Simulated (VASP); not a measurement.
# Nb (Im-3m) in VASP: a series of runs

Aim: see how the results for Nb move with the level of theory and the settings. Levels: PBE, r2SCAN. Tasks: single point, relaxation of cell and atoms.

All numbers are computed with VASP 6.6.1; they aren't measurements. Logs are shortened: lines on timing, memory, paths and dates and some standing lists are left out, and cuts for length are marked.

## (1) The cell of the first run

Symmetry: Im-3m, No. 229, cubic system. Conventional cell: a = 3.309 Å, b = 3.309 Å, c = 3.309 Å, α = 90.00°, β = 90.00°, γ = 90.00°. Nb (site symmetry m-3m) has 14 Nb at 2.87 to 3.31 Å within 3.8 Å.

## (2) Single point, PBE

INCAR reads:

```
SYSTEM = Nb
PREC     = Accurate       ! precision mode
ENCUT    = 520            ! plane-wave cutoff, eV
EDIFF    = 1E-6           ! SCF threshold, eV
ISMEAR   = -1             ! smearing method
SIGMA    = 0.05           ! smearing width, eV
LREAL    = .FALSE.        ! projectors in reciprocal space
LASPH    = .TRUE.         ! aspherical terms in the spheres
NELM     = 80             ! most SCF steps
ALGO     = Normal         ! electronic algorithm
ISIF     = 2              ! what is computed and relaxed
LWAVE    = .FALSE.        ! write WAVECAR
LCHARG   = .TRUE.         ! write CHGCAR
GGA      = PE             ! functional
LELF     = .TRUE.         ! ELF
LVHAR    = .TRUE.       
NBANDS   = 12             ! bands
```

KPOINTS reads:

```
Automatic mesh
0
G
  16 16 16
  0 0 0
```

POSCAR reads:

```
Nb
1.0
   -1.6545541588      1.6545541588      1.6545541588
    1.6545541588     -1.6545541588      1.6545541588
    1.6545541588      1.6545541588     -1.6545541588
Nb
1
Direct
    0.0000000000      0.0000000000      0.0000000000
```

Potentials or basis: VASP PAW PBE potentials, release 64 (Nb_sv).

Command:

```sh
$ cat potpaw_PBE.64/Nb_sv/POTCAR > POTCAR
$ mpirun -np 1 vasp_std > vasp.out
```

OUTCAR:

```text
SYSTEM = Nb
   PREC = Accurate
   ENCUT = 520
   EDIFF = 1E-6
   ISMEAR = -1
   LREAL = .FALSE.
   LASPH = .TRUE.
   NELM = 80
   ISIF = 2
   GGA = PE

 ion  position               nearest neighbor table
   1  0.000  0.000  0.000-

  LATTYP: Found a body centered cubic cell.
 ALAT       =     3.3091083176

  Lattice vectors:

 A1 = (  -1.6545541588,   1.6545541588,   1.6545541588)
 A2 = (   1.6545541588,  -1.6545541588,   1.6545541588)
 A3 = (   1.6545541588,   1.6545541588,  -1.6545541588)

Analysis of symmetry for initial positions (statically):
=====================================================================
 Subroutine PRICEL returns:
 Original cell was already a primitive cell.

 Routine SETGRP: Setting up the symmetry group for a
 body centered cubic supercell.

 Subroutine GETGRP returns: Found 48 space group operations
 (whereof 48 operations were pure point group operations)
 out of a pool of 48 trial point group operations.

The static configuration has the point symmetry O_h .

Analysis of symmetry for dynamics (positions and initial velocities):
=====================================================================
 Subroutine PRICEL returns:
 Original cell was already a primitive cell.

 Routine SETGRP: Setting up the symmetry group for a
 body centered cubic supercell.

 Subroutine GETGRP returns: Found 48 space group operations
 (whereof 48 operations were pure point group operations)
 out of a pool of 48 trial point group operations.

The dynamic configuration has the point symmetry O_h .

 Subroutine INISYM returns: Found 48 space group operations
 (whereof 48 operations are pure point group operations),
 and found     1 'primitive' translations

----------------------------------------------------------------------------------------

                                     Primitive cell

  volume of cell :      18.1177

  direct lattice vectors                    reciprocal lattice vectors
    -1.654554159  1.654554159  1.654554159     0.000000000  0.302196212  0.302196212
     1.654554159 -1.654554159  1.654554159     0.302196212  0.000000000  0.302196212
     1.654554159  1.654554159 -1.654554159     0.302196212  0.302196212  0.000000000

  length of vectors
     2.865771867  2.865771867  2.865771867     0.427369982  0.427369982  0.427369982

  position of ions in fractional coordinates (direct lattice)
     0.000000000  0.000000000  0.000000000

  ion indices of the primitive-cell ions
   primitive index   ion index
                 1           1

----------------------------------------------------------------------------------------

 KPOINTS: Automatic mesh

Automatic generation of k-mesh.
 Grid dimensions read from file:
 generate k-points for:   16   16   16

 Generating k-lattice:

  Cartesian coordinates                     Fractional coordinates (reciprocal lattice)
     0.000000000  0.018887263  0.018887263     0.062500000  0.000000000  0.000000000
     0.018887263  0.000000000  0.018887263     0.000000000  0.062500000  0.000000000
     0.018887263  0.018887263  0.000000000     0.000000000  0.000000000  0.062500000

  Length of vectors
     0.026710624  0.026710624  0.026710624

  Shift w.r.t. Gamma in fractional coordinates (k-lattice)
     0.000000000  0.000000000  0.000000000

 Subroutine IBZKPT returns following result:
 ===========================================

 Found    145 irreducible k-points:

 Following reciprocal coordinates:
            Coordinates               Weight
  0.000000  0.000000  0.000000      1.000000
  0.062500  0.000000  0.000000     12.000000
  0.125000  0.000000  0.000000     12.000000
  0.187500  0.000000  0.000000     12.000000
  0.250000  0.000000  0.000000     12.000000
  0.312500  0.000000  0.000000     12.000000
[... 16 lines left out ...]
  0.187500  0.187500  0.000000     24.000000
  0.250000  0.187500 -0.000000     48.000000
 [... further k-points ...]
   k-points           NKPTS =    145   k-points in BZ     NKDIM =    145   number of bands    NBANDS=     12
   number of dos      NEDOS =    301   number of ions     NIONS =      1
   total plane-waves  NPLWV =  13824
   dimension x,y,z NGX =    24 NGY =   24 NGZ =   24
   dimension x,y,z NGXF=    48 NGYF=   48 NGZF=   48
   ions per type =               1
   NGX,Y,Z   is equivalent  to a cutoff of  13.92, 13.92, 13.92 a.u.
   NGXF,Y,Z  is equivalent  to a cutoff of  27.85, 27.85, 27.85 a.u.
 SYSTEM =  Nb
   PREC   = accura    normal or accurate (medium, high low for compatibility)
   ISTART =      0    job   : 0-new  1-cont  2-samecut
   ICHARG =      2    charge: 1-file 2-atom 10-const
   ISPIN  =      1    spin polarized calculation?
   LNONCOLLINEAR =      F non collinear calculations
   LSORBIT =      F    spin-orbit coupling
   LASPH  =      T    aspherical Exc in radial PAW
   ENCUT  =  520.0 eV  38.22 Ry    6.18 a.u.   5.33  5.33  5.33*2*pi/ulx,y,z
   NELM   =     80;   NELMIN=  2; NELMDL= -5     # of ELM steps
   EDIFF  = 0.1E-05   stopping-criterion for ELM
   LREAL  =      F    real-space projection
   EDIFFG = 0.1E-04   stopping-criterion for IOM
   NSW    =      0    number of steps for IOM
   IBRION =     -1    ionic relax: 0-MD 1-quasi-New 2-CG
   NFREE  =      0    steps in history (QN), initial steepest desc. (CG)
   ISIF   =      2    stress and relaxation
   ISYM   =      2    0-nonsym 1-usesym 2-fastsym
   POTIM  = 0.5000    time-step for ionic-motion
   TEBEG  =    0.0;   TEEND  =   0.0 temperature during run
   PSTRESS=    0.0 pullay stress
   NELECT =      13.0000    total number of electrons
   NUPDOWN=      -1.0000    fix difference up-down
   EMIN   =  10.00;   EMAX   =-10.00  energy-range for DOS
   EFERMI =   0.00;   METHOD = LEGACY
   ISMEAR =    -1;   SIGMA  =   0.05  broadening in eV -4-tet -1-fermi 0-gaus
   EFERMI_NEDOS =   21; number of points for ismear=-14 and -15
   IALGO  =     38    algorithm
   IMIX   =      4    mixing-type and parameters
     AMIX     =   0.40;   BMIX     =  1.00
     AMIX_MAG =   1.60;   BMIX_MAG =  1.00
  volume/ion in A,a.u.               =      18.12       122.26
  Fermi-wavevector in a.u.,A,eV,Ry     =   1.465621  2.769622 29.225919  2.148044
  Thomas-Fermi vector in A             =   2.581456
   LORBIT       =      0    0 simple, 1 ext, 2 COOP (PROOUT), +10 PAW based schemes
   GGA     = PE    functional components
   LHFCALC =     F    Hartree Fock is set to
   AEXX    =    0.0000 exact exchange contribution
   IVDW    =     0    specifies the selected vdW correction
   LEPSILON=     F    determine dielectric tensor
   LRPA    =     F    only Hartree local field effects (RPA)
 non-spin polarized calculation
  energy-cutoff  :      520.00
  volume of cell :       18.12
 maximum number of plane-waves:       496
 NGX is ok and might be reduce to    24
   NGX = 11   NGY = 11   NGZ = 11

 number of electron      13.0000000 magnetization

 Free energy of the ion-electron system (eV)
  ---------------------------------------------------
  ext. energy  EPLUGINS =         0.00000000
  ---------------------------------------------------
  free energy    TOTEN  =       -10.22343538 eV

  energy without entropy =      -10.21132800  energy(sigma->0) =      -10.21738169

 E-fermi :  11.1060     XC(G=0): -12.4691

 val. band max:       11.1015553504   @ k =   0.1250   0.0000   0.0000
 cond. band min:      11.1134480668   @ k =  -0.1250   0.1875   0.0625
 fundamental gap:      0.0118927163
 Fermi energy:        11.1060293749

 k-point     1 :       0.0000    0.0000    0.0000
  band No.  band energies     occupation
      1     -43.2735      2.00000
      2     -18.5833      2.00000
      3     -18.5833      2.00000
      4     -18.5833      2.00000
      5       5.1625      2.00000
      6      11.4684      0.00142
      7      11.4684      0.00142
      8      11.4684      0.00142
      9      14.3583      0.00000
     10      14.3583      0.00000
     11      25.3009      0.00000
     12      25.3009      0.00000

 k-point     2 :       0.0625    0.0000    0.0000
  band No.  band energies     occupation
      1     -43.2646      2.00000
      2     -18.6381      2.00000
      3     -18.6000      2.00000
      4     -18.5838      2.00000
      5       5.3230      2.00000
      6      11.3694      0.01026
      7      11.4448      0.00228
      8      11.6214      0.00007
      9      14.2059      0.00000
     10      14.3584      0.00000
     11      25.4326      0.00000
     12      25.5786      0.00000

 k-point     3 :       0.1250    0.0000    0.0000
  band No.  band energies     occupation
      1     -43.2391      2.00000
      2     -18.7918      2.00000
      3     -18.6470      2.00000
      4     -18.5851      2.00000
      5       5.7778      2.00000
      6      11.1016      1.04471
      7      11.3407      0.01816
      8      12.0737      0.00000
      9      13.9095      0.00000
     10      14.3692      0.00000
     11      25.7338      0.00000
     12      26.3792      0.00000
[... 286 lines left out ...]
 k-point    23 :       0.1875    0.1875    0.0000
  band No.  band energies     occupation
      1     -43.0983      2.00000
      2     -19.4959      2.00000
      3     -18.9035      2.00000
      4     -18.6811      2.00000
      5       8.0799      2.00000
      6      10.0489      2.00000
      7      10.4467      2.00000
      8      13.5679      0.00000
      9      15.0028      0.00000
     10      15.6529      0.00000
     11      25.1077      0.00000
     12      26.4646      0.00000

 k-point    24 :       0.2500    0.1875   -0.0000
  band No.  band energies     occupation
      1     -43.0619      2.00000
      2     -19.6288      2.00000
      3     -19.0146      2.00000
      4     -18.6988      2.00000
      5       8.3845      2.00000
      6       9.8248      2.00000
      7      10.6699      1.99967
      8      13.7910      0.00000
      9      15.1181      0.00000
     10      16.9742      0.00000
     11      24.0812      0.00000
     12      25.6882      0.00000

 [... further k-points ...]
[... 5 lines left out ...]
  --------------------------------------------------------------------------------------
  -------------------------------------------------------------------------------------
  Total       -0.0401376     -0.0401376     -0.0401376      0.0000000      0.0000000      0.0000000
  in kB       -3.5494311     -3.5494311     -3.5494311      0.0000000      0.0000000      0.0000000
  external PRESSURE =      -3.5494311 kB  Pullay stress =       0.0000000 kB

 VOLUME and BASIS-vectors are now :
 -----------------------------------------------------------------------------
  energy-cutoff  :      520.00
  volume of cell :       18.12
      direct lattice vectors                 reciprocal lattice vectors
    -1.654554159  1.654554159  1.654554159     0.000000000  0.302196212  0.302196212
     1.654554159 -1.654554159  1.654554159     0.302196212  0.000000000  0.302196212
     1.654554159  1.654554159 -1.654554159     0.302196212  0.302196212  0.000000000

 POSITION                                       TOTAL-FORCE (eV/Angst)
 -----------------------------------------------------------------------------------
      0.00000      0.00000      0.00000         0.000000      0.000000      0.000000
 -----------------------------------------------------------------------------------
    total drift:                                0.000000      0.000000     -0.000000

  FREE ENERGIE OF THE ION-ELECTRON SYSTEM (eV)
  ---------------------------------------------------
  free  energy   TOTEN  =       -10.2234353794 eV

  energy  without entropy=      -10.2113280026  energy(sigma->0) =      -10.21738169
```

Wall time 40 s (1 thread of Intel Xeon 8259CL, shared host); peak memory 0.16 GiB.

Results:

- Free energy: -10.2234 eV
- Pressure: -0.4 GPa
- Band gap on the k mesh: zero (an odd number of electrons rules out a gap without spin polarisation)

(Part 1 of 3 ends here.)

The gap in the log of VASP goes by the Fermi energy; the results here count the filled bands.